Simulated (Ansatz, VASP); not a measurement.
## SiO2 in VASP and in Ansatz

POSCAR

```
SiO2
1.0
   -4.3177556695      4.3177556695      2.5919174922
    4.3177556695     -4.3177556695      2.5919174922
    4.3177556695      4.3177556695     -2.5919174922
Si O
4 8
Direct
    0.1783580465      0.1783580465      0.3567160929
    0.8216419535      0.1783580465      0.0000000000
    0.1783580465      0.8216419535      0.0000000000
    0.8216419535      0.8216419535      0.6432839071
    0.5000000000      0.5000000000      0.5000000000
    0.0000000000      0.5000000000      0.0000000000
    0.5000000000      0.0000000000      0.0000000000
    0.0000000000      0.0000000000      0.5000000000
    0.0000000000      0.2161413290      0.2161413290
    0.7838586710      0.0000000000      0.7838586710
    0.2161413290      0.0000000000      0.2161413290
    0.0000000000      0.7838586710      0.7838586710
```

The input INCAR.step1:

```
PREC = Accurate
ENCUT = 520
ISMEAR = 0
SIGMA = 0.02
LREAL = False
LASPH = True
NELM = 60
NBANDS = 44
GGA = PE
ALGO = Normal
EDIFF = 1E-4
LWAVE = True
LCHARG = False
```

The input INCAR.step2:

```
PREC = Accurate
ENCUT = 520
EDIFF = 1E-6
ISMEAR = 0
SIGMA = 0.02
LREAL = False
LASPH = True
NELM = 60
ALGO = Normal
ISIF = 2
LWAVE = False
LCHARG = False
METAGGA = R2SCAN
LMIXTAU = True
NBANDS = 44
ISTART = 1
```

The input KPOINTS:

```
regular mesh
0
Gamma
  6 6 6
```

Input for Ansatz:

```yaml
crystal:
  lattice:
    - [-4.3177556695, 4.3177556695, 2.5919174922]
    - [4.3177556695, -4.3177556695, 2.5919174922]
    - [4.3177556695, 4.3177556695, -2.5919174922]
  atoms:
    - { symbol: Si, position: [0.1783580465, 0.1783580465, 0.3567160929] }
    - { symbol: Si, position: [0.8216419535, 0.1783580465, 0.0] }
    - { symbol: Si, position: [0.1783580465, 0.8216419535, 0.0] }
    - { symbol: Si, position: [0.8216419535, 0.8216419535, 0.6432839071] }
    - { symbol: O, position: [0.5, 0.5, 0.5] }
    - { symbol: O, position: [0.0, 0.5, 0.0] }
    - { symbol: O, position: [0.5, 0.0, 0.0] }
    - { symbol: O, position: [0.0, 0.0, 0.5] }
    - { symbol: O, position: [0.0, 0.216141329, 0.216141329] }
    - { symbol: O, position: [0.783858671, 0.0, 0.783858671] }
    - { symbol: O, position: [0.216141329, 0.0, 0.216141329] }
    - { symbol: O, position: [0.0, 0.783858671, 0.783858671] }
basis:
  ecutwfc: 500
kpoints:
  mp_grid: { grid: [6, 6, 6] }
  band_path: { path: [VBM, CBM], npoints: 2 }
hamiltonian:
  xc: r2scan
scf:
  occupations: { method: gaussian, width: 0.02 }
output:
  forces: true
  stress: true
  eigenvalues: true
checkpoint:
  read: start.run
  write: ck
  compress: false
  write_wavefunctions: false
  write_every: 100000
```

Alike in both runs: task single point; functional r2SCAN; k mesh 6 × 6 × 6; occupations gaussian, width 0.02 eV; no spin polarisation.

|  | VASP | Ansatz |
| --- | --- | --- |
| version | VASP 6.6.1 | Ansatz 0.2.0 |
| potentials or method | VASP PAW PBE potentials, release 64 (Si, O), cutoff 520 eV | scalar-relativistic, plane waves, PAW |
| valence electrons in the cell | 64 | 64 |

```csv
,VASP,Ansatz,Ansatz less VASP
gap on the k mesh at the Fermi level (eV),6.04,6.06,+0.014
least direct gap on the mesh (eV),6.04,6.06,+0.014
pressure (GPa),12.1,12.0,-0.13
rms of the force components (eV/Å),0.017,0.000,-0.0166
```

VASP's potentials were made for PBE, not for r2SCAN. Atom by atom the forces differ by 0.017 eV/Å (rms over components).
